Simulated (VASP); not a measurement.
# PbO2 (P4_2/mnm) in VASP: a series of runs, part 2 of 3

VASP 6.6.1.

## Step 3: Single point, PBE (14.37 Å³/atom)

This run uses another cell than the first one, of 14.37 Å³/atom.

Contents of INCAR:

```
SYSTEM = PbO2
ALGO = Normal
EDIFF = 1E-6
ENCUT = 520
GGA = PE
ISIF = 2
ISMEAR = -1
LASPH = .TRUE.
LCHARG = .FALSE.
LREAL = .FALSE.
LWAVE = .FALSE.
NBANDS = 35
NELM = 100
PREC = Accurate
SIGMA = 0.02
```

Contents of KPOINTS:

```
k-points
0
G
  4 4 6
  0 0 0
```

Contents of POSCAR:

```
PbO2
1.0
    5.0310981087      0.0000000000      0.0000000000
    0.0000000000      5.0310981087      0.0000000000
    0.0000000000      0.0000000000      3.4061326180
Pb O
2 4
Direct
    0.0000000000      0.0000000000      0.0000000000
    0.5000000000      0.5000000000      0.5000000000
    0.3079664343      0.3079664343      0.0000000000
    0.1920335657      0.8079664343      0.5000000000
    0.8079664343      0.1920335657      0.5000000000
    0.6920335657      0.6920335657      0.0000000000
```

Potentials or basis: VASP PAW PBE potentials, release 64 (Pb_d, O).

Run with:

```bash
> cat potpaw_PBE.64/Pb_d/POTCAR potpaw_PBE.64/O/POTCAR > POTCAR
> mpirun -np 1 vasp_std > vasp.out
```

OUTCAR:

```text
SYSTEM = PbO2
   EDIFF = 1E-6
   ENCUT = 520
   GGA = PE
   ISIF = 2
   ISMEAR = -1
   LASPH = .TRUE.
   LREAL = .FALSE.
   NELM = 100
   PREC = Accurate

 ion  position               nearest neighbor table
   1  0.000  0.000  0.000-   4 2.18   5 2.18   4 2.18   5 2.18   3 2.19   6 2.19   2 3.94   2 3.94
                             2 3.94   2 3.94   2 3.94   2 3.94   2 3.94   2 3.94
   2  0.500  0.500  0.500-   3 2.18   6 2.18   3 2.18   6 2.18   5 2.19   4 2.19   1 3.94   1 3.94
                             1 3.94   1 3.94   1 3.94   1 3.94   1 3.94   1 3.94
   3  0.308  0.308  0.000-   2 2.18   2 2.18   1 2.19
   4  0.192  0.808  0.500-   1 2.18   1 2.18   2 2.19
   5  0.808  0.192  0.500-   1 2.18   1 2.18   2 2.19
   6  0.692  0.692  0.000-   2 2.18   2 2.18   1 2.19

  LATTYP: Found a simple tetragonal cell.
 ALAT       =     5.0310981087
 C/A-ratio  =     0.6770157418

  Lattice vectors:

 A1 = (   5.0310981087,   0.0000000000,   0.0000000000)
 A2 = (   0.0000000000,   5.0310981087,   0.0000000000)
 A3 = (   0.0000000000,   0.0000000000,   3.4061326180)

Analysis of symmetry for initial positions (statically):
=====================================================================
 Subroutine PRICEL returns:
 Original cell was already a primitive cell.

 Routine SETGRP: Setting up the symmetry group for a
 simple tetragonal supercell.

 Subroutine GETGRP returns: Found 16 space group operations
 (whereof  8 operations were pure point group operations)
 out of a pool of 16 trial point group operations.

The static configuration has the point symmetry D_2h.
 The point group associated with its full space group is D_4h.

Analysis of symmetry for dynamics (positions and initial velocities):
=====================================================================
 Subroutine PRICEL returns:
 Original cell was already a primitive cell.

 Routine SETGRP: Setting up the symmetry group for a
 simple tetragonal supercell.

 Subroutine GETGRP returns: Found 16 space group operations
[... 133 lines left out ...]
  Fermi-wavevector in a.u.,A,eV,Ry     =   1.383185  2.613840 26.030672  1.913200
  Thomas-Fermi vector in A             =   2.507806
   LORBIT       =      0    0 simple, 1 ext, 2 COOP (PROOUT), +10 PAW based schemes
   GGA     = PE    functional components
   LHFCALC =     F    Hartree Fock is set to
   AEXX    =    0.0000 exact exchange contribution
   IVDW    =     0    specifies the selected vdW correction
   LEPSILON=     F    determine dielectric tensor
   LRPA    =     F    only Hartree local field effects (RPA)
 non-spin polarized calculation
  energy-cutoff  :      520.00
  volume of cell :       86.22
 maximum number of plane-waves:      2356
 NGX is ok and might be reduce to    40
   NGX = 19   NGY = 19   NGZ = 13

 number of electron      52.0000005 magnetization

 Free energy of the ion-electron system (eV)
  ---------------------------------------------------
  ext. energy  EPLUGINS =         0.00000000
  ---------------------------------------------------
  free energy    TOTEN  =       -31.83480094 eV

  energy without entropy =      -31.83469846  energy(sigma->0) =      -31.83474970

 E-fermi :   4.0593     XC(G=0): -10.5300

 val. band max:        3.9656747421   @ k =   0.0000   0.0000   0.1667
 cond. band min:       4.1348550865   @ k =   0.0000   0.0000   0.0000
 fundamental gap:      0.1691803444
 Fermi energy:         4.0592977617

 k-point     1 :       0.0000    0.0000    0.0000
  band No.  band energies     occupation
      1     -14.1276      2.00000
      2     -14.0445      2.00000
      3     -12.4244      2.00000
      4     -12.4244      2.00000
      5     -11.4717      2.00000
      6     -11.3008      2.00000
[... 901 lines left out ...]
     34      13.8597      0.00000
     35      17.1917      0.00000

------------------------ aborting loop because EDIFF is reached ----------------------------------------

  FORCE on cell =-STRESS in cart. coord.  units (eV):
  Direction    XX          YY          ZZ          XY          YZ          ZX
  --------------------------------------------------------------------------------------
  -------------------------------------------------------------------------------------
  Total        1.9776895      1.9776895      2.8760341     -0.0000000      0.0000000      0.0000000
  in kB       36.7520505     36.7520505     53.4462805     -0.0000000      0.0000000      0.0000000
  external PRESSURE =      42.3167938 kB  Pullay stress =       0.0000000 kB

 VOLUME and BASIS-vectors are now :
 -----------------------------------------------------------------------------
  energy-cutoff  :      520.00
  volume of cell :       86.22
      direct lattice vectors                 reciprocal lattice vectors
     5.031098109  0.000000000  0.000000000     0.198763765  0.000000000  0.000000000
     0.000000000  5.031098109  0.000000000     0.000000000  0.198763765  0.000000000
     0.000000000  0.000000000  3.406132618     0.000000000  0.000000000  0.293588099

 POSITION                                       TOTAL-FORCE (eV/Angst)
 -----------------------------------------------------------------------------------
      0.00000      0.00000      0.00000        -0.000000     -0.000000     -0.000000
      2.51555      2.51555      1.70307        -0.000000     -0.000000     -0.000000
      1.54941      1.54941      0.00000        -0.062728     -0.062728      0.000000
      0.96614      4.06496      1.70307         0.062728     -0.062728     -0.000000
      4.06496      0.96614      1.70307        -0.062728      0.062728     -0.000000
      3.48169      3.48169      0.00000         0.062728      0.062728     -0.000000
 -----------------------------------------------------------------------------------
    total drift:                                0.000000     -0.000000      0.000000

  FREE ENERGIE OF THE ION-ELECTRON SYSTEM (eV)
  ---------------------------------------------------
  free  energy   TOTEN  =       -31.8348009396 eV

  energy  without entropy=      -31.8346984622  energy(sigma->0) =      -31.83474970
```

OSZICAR:

```text
N       E                     dE             d eps       ncg     rms          rms(c)
DAV:   1     0.677344739935E+03    0.67734E+03   -0.25668E+04  1696   0.179E+03
DAV:   2     0.565965445911E+02   -0.62075E+03   -0.59046E+03  1827   0.496E+02
DAV:   3    -0.328677439526E+02   -0.89464E+02   -0.86979E+02  2029   0.207E+02
DAV:   4    -0.373984755644E+02   -0.45307E+01   -0.44918E+01  2176   0.487E+01
DAV:   5    -0.375508567679E+02   -0.15238E+00   -0.15218E+00  2309   0.912E+00    0.140E+01
DAV:   6    -0.318438645489E+02    0.57070E+01   -0.17895E+01  2525   0.503E+01    0.454E+00
DAV:   7    -0.318669565818E+02   -0.23092E-01   -0.16886E+00  2002   0.956E+00    0.278E+00
DAV:   8    -0.318605063634E+02    0.64502E-02   -0.37723E-01  2561   0.571E+00    0.119E+00
DAV:   9    -0.318330960214E+02    0.27410E-01   -0.76272E-02  2550   0.361E+00    0.128E-01
DAV:  10    -0.318348918197E+02   -0.17958E-02   -0.11287E-02  1851   0.568E-01    0.128E-01
DAV:  11    -0.318348209306E+02    0.70889E-04   -0.33514E-04  2627   0.205E-01    0.523E-02
DAV:  12    -0.318348033596E+02    0.17571E-04   -0.72799E-05  2092   0.582E-02    0.159E-02
DAV:  13    -0.318348012234E+02    0.21361E-05   -0.90535E-06  2119   0.351E-02    0.240E-03
DAV:  14    -0.318348009396E+02    0.28382E-06   -0.19348E-06  1484   0.156E-02
   1 F= -.31834801E+02 E0= -.31834750E+02  d E =-.102477E-03
```

stdout:

```text
POSCAR found type information on POSCAR PbO
 POSCAR found :  2 types and       6 ions
 scaLAPACK will be used
 LDA part: xc-table for (Slater+PW92), standard interpolation
 POSCAR, INCAR and KPOINTS ok, starting setup
 FFT: planning ... GRIDC
 FFT: planning ... GRID_SOFT
 FFT: planning ... GRID
 WAVECAR not read
 entering main loop
```

Wall time 31 s (1 thread of Intel Xeon 6975P-C (Granite Rapids), shared host); peak memory 0.22 GiB.

Results:

```yaml
Free_energy: -31.8348 eV
Pressure: 4.2 GPa
Largest_force: 0.089 eV/Å
Band_gap_on_the_k_mesh: 0.17 eV (least direct gap 0.66 eV)
```

Forces on the atoms (eV/Å):
```
Pb   0.000  0.000  0.000
Pb   0.000  0.000  0.000
O   -0.063 -0.063  0.000
O    0.063 -0.063  0.000
O   -0.063  0.063  0.000
O    0.063  0.063  0.000
```

Caveat: the cell stands under pressure; the structure was generated, so it needn't be the stable form of PbO2; spin-orbit coupling is left out, which moves the levels of the heavy elements.

(Continued in part 3 of 3.)
